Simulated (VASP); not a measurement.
B, 4 atoms in the cell. The structure is orthorhombic, space group Cmce (No. 64). Conventional cell: a = 3.261 Å, b = 5.527 Å, c = 3.265 Å, α = 90.00°, β = 90.00°, γ = 90.00°. Within 2.3 Å of B (site symmetry m) lie 7 B at 1.76 to 2.02 Å. 

```yaml
Program: VASP 6.6.1
Task: single point
Functional: PBEsol
Potentials_or_basis: VASP PAW PBE potentials, release 64 (B)
Cutoff: 520 eV
k_mesh: 6 × 6 × 6
Occupations: gaussian, width 0.1 eV
Spin: no spin polarisation
Dipole_correction: no
Further_INCAR_settings: ALGO = Normal; EDIFF = 1e-06; NBANDS = 14
```

Potentials or basis: VASP PAW PBE potentials, release 64 (B).

Run with:

```sh
$ cat potpaw_PBE.64/B/POTCAR > POTCAR
$ mpirun -np 1 vasp_std > vasp.out
```

Hardware: 1 thread of Intel(R) Xeon(R) Platinum 8375C CPU @ 2.90GHz (Ice Lake) (shared host).

How long does it take, and how much memory?

Wall time 9 s on 1 thread of Intel(R) Xeon(R) Platinum 8375C CPU @ 2.90GHz (Ice Lake) (shared host), peak memory 0.14 GiB. Counts: scf iterations 11, k points 52.
